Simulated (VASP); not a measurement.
A run of VASP 6.6.1:

File POSCAR:

```
Ta
1.0
    2.8899414820      0.0000000000      0.0000000000
   -1.4449707410      2.5027627388      0.0000000000
    0.0000000000      0.0000000000      5.1115052517
Ta
2
Direct
    0.3333333333      0.6666666667      0.7500000000
    0.6666666667      0.3333333333      0.2500000000
```

INCAR.step1

```
  PREC = Accurate
  ENCUT = 600
  ISMEAR = 0
  SIGMA = 0.05
  LREAL = False
  LASPH = True
  NELM = 60
  GGA = PE
  ALGO = Normal
  EDIFF = 1E-4
  LWAVE = True
  LCHARG = False
```

Contents of INCAR.step2:

```
  PREC = Accurate
  ENCUT = 600
  EDIFF = 1E-6
  ISMEAR = 0
  SIGMA = 0.05
  LREAL = False
  LASPH = True
  NELM = 60
  ALGO = Normal
  ISIF = 4
  LWAVE = False
  LCHARG = False
  METAGGA = R2SCAN
  LMIXTAU = True
  IBRION = 2
  NSW = 60
  EDIFFG = -0.01
  ISTART = 1
```

The input KPOINTS:

```
regular mesh
0
Gamma
  16 16 8
```

Potentials or basis: VASP PAW PBE potentials, release 64 (Ta_pv).

The run is started by

```console
$ cat potpaw_PBE.64/Ta_pv/POTCAR > POTCAR
$ cp INCAR.step1 INCAR
$ mpirun -np 1 vasp_std > vasp.out
$ cp INCAR.step2 INCAR
$ mpirun -np 1 vasp_std > vasp.out
```

Hardware: 1 thread of Intel(R) Xeon(R) 6975P-C (Granite Rapids), on a shared host.

Q: Estimate the wall time of this run.

A: It took 2.6 min on 1 thread of Intel(R) Xeon(R) 6975P-C (Granite Rapids), with other jobs on the host, peak memory 0.24 GiB. Counts: k points 150, ion steps 2.
